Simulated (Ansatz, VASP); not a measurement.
BaO: VASP beside Ansatz

Contents of INCAR:

```
  PREC = Accurate
  ENCUT = 600
  EDIFF = 1E-6
  ISMEAR = -1
  SIGMA = 0.01
  LREAL = F
  LASPH = T
  NELM = 120
  ALGO = Normal
  ISIF = 2
  LWAVE = F
  LCHARG = T
  GGA = PE
  IVDW = 12
  LELF = T
  LVHAR = T
  NBANDS = 15
  GGA_COMPAT = F
```

File KPOINTS:

```
regular mesh
0
Gamma
  6 6 6
```

POSCAR

```
BaO
1.0
    0.0000000000      2.7500000000      2.7500000000
    2.7500000000      0.0000000000      2.7500000000
    2.7500000000      2.7500000000      0.0000000000
Ba O
1 1
Direct
    0.0000000000      0.0000000000      0.0000000000
    0.5000000000      0.5000000000      0.5000000000
```

Input for Ansatz:

```yaml
crystal:
  lattice:
    - [0.0, 2.75, 2.75]
    - [2.75, 0.0, 2.75]
    - [2.75, 2.75, 0.0]
  atoms:
    - { symbol: Ba, position: [0.0, 0.0, 0.0] }
    - { symbol: O, position: [0.5, 0.5, 0.5] }
basis:
  ecutwfc: 470.0
kpoints:
  mp_grid:
    grid: [6, 6, 6]
hamiltonian:
  xc: pbe
  dispersion: d3bj
scf:
  n_extra_bands: 10
  occupations:
    method: fermi_dirac
    width: 0.01
output:
  dos:
    de: 0.05
    projected: true
```

Alike in both runs: task single point; functional PBE; dispersion D3(BJ); k mesh 6 × 6 × 6; occupations fermi-dirac, width 0.01 eV; no spin polarisation.

```csv
,VASP,Ansatz
version,VASP 6.6.1,Ansatz 0.2.0
potentials or method,"VASP PAW PBE potentials, release 64 (Ba_sv, O), cutoff 600 eV","plane waves, PAW"
valence electrons in the cell,16,16
```

```csv
,VASP,Ansatz,Ansatz less VASP
gap on the k mesh at the Fermi level (eV),1.90,1.97,+0.069
```

Neither program's run includes spin-orbit coupling.
